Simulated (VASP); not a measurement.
Input of a VASP 6.6.1 run:

File INCAR:

```
SYSTEM = Ta
PREC = Accurate ; ENCUT = 600
EDIFF = 1E-7 ; ISMEAR = -1
SIGMA = 0.1 ; LREAL = .FALSE.
LASPH = .TRUE. ; NELM = 100
ALGO = Normal ; ISIF = 3
LWAVE = .FALSE. ; LCHARG = .FALSE.
GGA = PS ; IBRION = 2
NSW = 80 ; EDIFFG = -0.01
```

Contents of KPOINTS:

```
Automatic mesh
0
G
  12 12 4
  0 0 0
```

POSCAR

```
Ta
1.0
    2.9451288715      0.0000000000      0.0000000000
   -1.4725644358      2.5505564202      0.0000000000
    0.0000000000      0.0000000000      9.6187908944
Ta
4
Direct
    0.0000000000      0.0000000000      0.0000000000
    0.0000000000      0.0000000000      0.5000000000
    0.3333333333      0.6666666667      0.2500000000
    0.6666666667      0.3333333333      0.7500000000
```

Potentials or basis: VASP PAW PBE potentials, release 64 (Ta_pv).

The run is started by

```bash
$ cat potpaw_PBE.64/Ta_pv/POTCAR > POTCAR
$ mpirun -np 1 vasp_std > vasp.out
```

Q: What does it give for the band gap on the k mesh?

A: Zero (band 22 reaches 6.17 eV, above the bottom of band 23 at 5.10 eV).

Q: Predict the space group after relaxing (to 0.05 Å).

A: P6_3/mmc (No. 194).

Step by step:
```tsv
step	energy change (eV)	largest force (eV/Å)	pressure (GPa)	volume (Å³)
1	0.0000	0.0000	1.55	72.25
2	-0.0157	0.0000	-3.49	74.08
3	-0.0189	0.0000	-2.05	73.54
4	-0.0382	0.0000	-0.69	73.01
5	-0.0415	0.0000	0.23	72.67
6	-0.0415	0.0000	0.18	72.68
7	-0.0416	0.0000	-0.13	72.79
8	-0.0416	0.0000	-0.01	72.75
```

Caveat: the PAW data sets were made with another functional, which shifts forces and pressure a little; spin-orbit coupling is left out, which moves the levels of the heavy elements.
